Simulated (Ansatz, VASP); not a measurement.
**Two plane-wave programs on PbSe**

INCAR

```
ALGO = Normal ; EDIFF = 1E-6
EDIFFG = -0.005 ; ENCUT = 600
GGA = PS ; IBRION = 2
ISIF = 3 ; ISMEAR = 0
LASPH = True ; LCHARG = False
LREAL = False ; LWAVE = False
NELM = 100 ; NSW = 70
PREC = Accurate ; SIGMA = 0.01
```

Contents of KPOINTS:

```
k-points
0
Gamma
  10 10 10
```

POSCAR

```
PbSe
1.0
    0.0000000000      3.1089437883      3.1089437883
    3.1089437883      0.0000000000      3.1089437883
    3.1089437883      3.1089437883      0.0000000000
Pb Se
1 1
Direct
    0.0000000000      0.0000000000      0.0000000000
    0.5000000000      0.5000000000      0.5000000000
```

Input for Ansatz:

```yaml
crystal:
  lattice:
    - [0.0, 3.1089437883, 3.1089437883]
    - [3.1089437883, 0.0, 3.1089437883]
    - [3.1089437883, 3.1089437883, 0.0]
  atoms:
    - { symbol: Pb, position: [0.0, 0.0, 0.0] }
    - { symbol: Se, position: [0.5, 0.5, 0.5] }
basis:
  ecutwfc: 420
kpoints:
  mp_grid: { grid: [10, 10, 10] }
hamiltonian:
  xc: pbesol
scf:
  occupations: { method: gaussian, width: 0.01 }
output:
  forces: true
  stress: true
  eigenvalues: true
relax:
  adjacent_minimum: "off"
  f_tol: 0.005
  max_steps: 50
  cell: { stress_tol: 0.05 }
```

Alike in both runs: task relaxation of cell and atoms; functional PBEsol; k mesh 10 × 10 × 10; occupations gaussian, width 0.01 eV; no spin polarisation.

|  | VASP | Ansatz |
| --- | --- | --- |
| version | VASP 6.6.1 | Ansatz 0.2.0 |
| potentials or method | VASP PAW PBE potentials, release 64 (Pb_d, Se), cutoff 600 eV | scalar-relativistic, plane waves, PAW |
| valence electrons in the cell | 20 | 30 |

VASP gave:

- gap on the k mesh at the Fermi level, each at its own relaxed structure (eV): 0.17
- relaxed volume (Å³/atom): 28.44
- relaxed length of the cell vector where the two differ most in proportion (Å): 4.317

Task: Estimate Ansatz's values.

Result: gap on the k mesh at the Fermi level, each at its own relaxed structure (eV): 0.17; relaxed volume (Å³/atom): 28.42; relaxed length of the cell vector where the two differ most in proportion (Å): 4.316.

VASP's potentials were made for PBE, not for PBEsol. VASP's potentials hold 20 valence electrons a cell and Ansatz's 30, so a difference there can come from the potentials and not from the codes.

Spin-orbit coupling is off throughout.
